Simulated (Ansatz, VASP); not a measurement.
**W: VASP beside Ansatz**

```
W
1.0
    -1.67717    1.67717    1.59730
     1.67717   -1.67717    1.59730
     1.67717    1.67717   -1.59730
W
1
Direct
  0.00000 0.00000 0.00000
```

Change from the starting cell: strain +0.050 along x and y, +0.000 along z, atoms carried along.

Alike in both runs: task single point; functional r2SCAN; k mesh 20 × 20 × 20; occupations gaussian, width 0.15 eV; no spin polarisation.

|  | VASP | Ansatz |
| --- | --- | --- |
| version | VASP 6.6.1 | Ansatz 0.2.0 |
| potentials or method | VASP PAW PBE potentials, release 64 (W_sv), cutoff 520 eV | scalar-relativistic, plane waves, PAW |
| valence electrons in the cell | 14 | 14 |

|  | VASP | Ansatz | Ansatz less VASP |
| --- | --- | --- | --- |
| gap on the k mesh at the Fermi level (eV) | none | none | - |
| pressure (GPa) | -29.3 | -29.9 | -0.68 |
| traceless stress, the component that is largest in VASP (GPa) | 9.00 | 9.00 | -0.001 |

VASP's potentials were made for PBE, not for r2SCAN. A gap of «none» marks a metal or a gap that the smearing closes. Both programs put the cell under strong tension, so it lies far from rest at this level. The functional is the same, so the differences come from potentials, cutoffs and numerics.

Spin-orbit coupling is off throughout.
